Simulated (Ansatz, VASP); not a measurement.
**Two plane-wave programs on KCl2**

POSCAR

```
KCl2
1.0
    4.2303215952      0.0000000000      0.0000000000
    0.0000000000      4.2303215952      0.0000000000
    0.0000000000      0.0000000000      5.3286844761
K Cl
1 2
Direct
    0.5000000000      0.5000000000      0.0000000000
    0.0000000000      0.0000000000      0.2522370076
    0.0000000000      0.0000000000      0.7477629924
```

File INCAR.step1:

```
SYSTEM = KCl2
PREC = Accurate
ENCUT = 520
ISMEAR = 0
SIGMA = 0.1
LREAL = .FALSE.
LASPH = .TRUE.
NELM = 80
NBANDS = 18
GGA = PE
ALGO = Normal
EDIFF = 1E-4
LWAVE = .TRUE.
LCHARG = .FALSE.
```

Contents of INCAR.step2:

```
SYSTEM = KCl2
PREC = Accurate
ENCUT = 520
EDIFF = 1E-6
ISMEAR = 0
SIGMA = 0.1
LREAL = .FALSE.
LASPH = .TRUE.
NELM = 80
ALGO = Normal
ISIF = 2
LWAVE = .FALSE.
LCHARG = .FALSE.
METAGGA = R2SCAN
LMIXTAU = .TRUE.
NBANDS = 18
ISTART = 1
```

Contents of KPOINTS:

```
Automatic mesh
0
G
  12 12 10
  0 0 0
```

Input for Ansatz:

```yaml
crystal:
  lattice:
    - [4.2303215952, 0.0, 0.0]
    - [0.0, 4.2303215952, 0.0]
    - [0.0, 0.0, 5.3286844761]
  atoms:
    - { symbol: K, position: [0.5, 0.5, 0.0] }
    - { symbol: Cl, position: [0.0, 0.0, 0.2522370076] }
    - { symbol: Cl, position: [0.0, 0.0, 0.7477629924] }
basis:
  ecutwfc: 500
kpoints:
  mp_grid: { grid: [12, 12, 10] }
  band_path:
    path:
      - [[0.0, 0.0, 0.0], [0.0, 0.5, 0.0], [0.5, 0.5, 0.0], [0.0, 0.0, 0.0], [0.0, 0.0, 0.5], [0.0, 0.5, 0.5], [0.5, 0.5, 0.5], [0.0, 0.0, 0.5]]
      - [[0.0, 0.5, 0.0], [0.0, 0.5, 0.5]]
      - [[0.5, 0.5, 0.0], [0.5, 0.5, 0.5]]
    npoints: 14
hamiltonian:
  xc: r2scan
scf:
  occupations: { method: gaussian, width: 0.1 }
  n_extra_bands: 7
output:
  forces: true
  stress: true
  eigenvalues: true
  populations: true
  dos: { projected: true, de: 0.02, nscf_kmesh: { grid: [15, 15, 12] } }
  bader: true
  write_density: true
  write_potential: true
  elf: true
  volumetric_format: npy
```

Alike in both runs: task single point; functional r2SCAN; k mesh 12 × 12 × 10; occupations gaussian, width 0.1 eV; no spin polarisation.

|  | VASP | Ansatz |
| --- | --- | --- |
| version | VASP 6.6.1 | Ansatz 0.2.0 |
| potentials or method | VASP PAW PBE potentials, release 64 (K_sv, Cl), cutoff 520 eV | scalar-relativistic, plane waves, PAW |
| valence electrons in the cell | 23 | 23 |

```tsv
	VASP	Ansatz	Ansatz less VASP
gap on the k mesh at the Fermi level (eV)	none	none	-
pressure (GPa)	-0.8	-0.7	+0.07
traceless stress, the component that is largest in VASP (GPa)	0.24	0.28	+0.037
rms of the force components (eV/Å)	0.016	0.016	+0.0005
```

VASP's potentials were made for PBE, not for r2SCAN. Atom by atom the forces differ by 0.001 eV/Å (rms over components). A gap of «none» marks a metal or a gap that the smearing closes.
